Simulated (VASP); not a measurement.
Here is a VASP 6.6.1 calculation.

Contents of POSCAR:

```
EuS
1.0
    0.0000000000      2.9366767987      2.9366767987
    2.9366767987      0.0000000000      2.9366767987
    2.9366767987      2.9366767987      0.0000000000
Eu S
1 1
Direct
    0.0000000000      0.0000000000      0.0000000000
    0.5000000000      0.5000000000      0.5000000000
```

Contents of INCAR.step1:

```
SYSTEM = EuS
PREC = Accurate ; ENCUT = 800
ISMEAR = 0 ; SIGMA = 0.05
LREAL = .FALSE. ; LASPH = .TRUE.
NELM = 200 ; ISPIN = 2
MAGMOM = 7.47 0 ; LMAXMIX = 6
NBANDS = 22 ; GGA = PE
ALGO = Normal ; EDIFF = 1E-5
LWAVE = .TRUE. ; LCHARG = .FALSE.
GGA_COMPAT = .FALSE.
```

INCAR.step2

```
SYSTEM = EuS
PREC = Accurate ; ENCUT = 800
EDIFF = 1E-6 ; ISMEAR = 0
SIGMA = 0.05 ; LREAL = .FALSE.
LASPH = .TRUE. ; NELM = 200
ALGO = Normal ; ISIF = 2
LWAVE = .FALSE. ; LCHARG = .FALSE.
ISPIN = 2 ; MAGMOM = 7.47 0
LORBIT = 11 ; LMAXMIX = 6
METAGGA = R2SCAN ; LMIXTAU = .TRUE.
NBANDS = 22 ; ISTART = 1
GGA_COMPAT = .FALSE.
```

File KPOINTS:

```
Automatic mesh
0
G
  10 10 10
  0 0 0
```

Potentials or basis: VASP PAW PBE potentials, release 64 (Eu, S).

Run with:

```console
$ cat potpaw_PBE.64/Eu/POTCAR potpaw_PBE.64/S/POTCAR > POTCAR
$ cp INCAR.step1 INCAR
$ mpirun -np 1 vasp_std > vasp.out
$ cp INCAR.step2 INCAR
$ mpirun -np 1 vasp_std > vasp.out
```

Estimate the site moments.

Eu +6.52; S -0.08 μB.

What does it give for the pressure?

-0.4 GPa.

Estimate the net moment.

6.99 μB per cell.

What does it give for the band gap on the k mesh?

Zero (filled and empty bands overlap).

Caveat: the PAW data sets were made with another functional, which shifts forces and pressure a little; spin-orbit coupling is left out, which moves the levels of the heavy elements; a cell with one magnetic atom can't hold antiferromagnetic order, which such compounds often take; semilocal functionals describe open f shells poorly, which spoils levels, moments and volumes. The state reached can hang on the start; a lower one may exist.

**The experiment to reproduce.**

From “Crystal-field mediated electronic transitions of EuS up to 35 GPa”, 2022, pmc:8786971, for a powder of EuS at 300 K: band gap 1.72 eV (optical).

Measured gap of EuS: 1.72 eV (optical; 300 K; powder; “Crystal-field mediated electronic transitions of EuS up to 35 GPa”, 2022, pmc:8786971). This calculation gives 0.00 eV (-1.72 eV). So large a miss can be the level of theory's own, or it may mean another phase, state or a wrong row. Spin-orbit coupling on Eu is left out. The value is that of r2SCAN on a finite k mesh, which can miss the band edges, without temperature or zero-point motion. The run's magnetic order (collinear spin, ferromagnetic start) needn't be the measured crystal's.
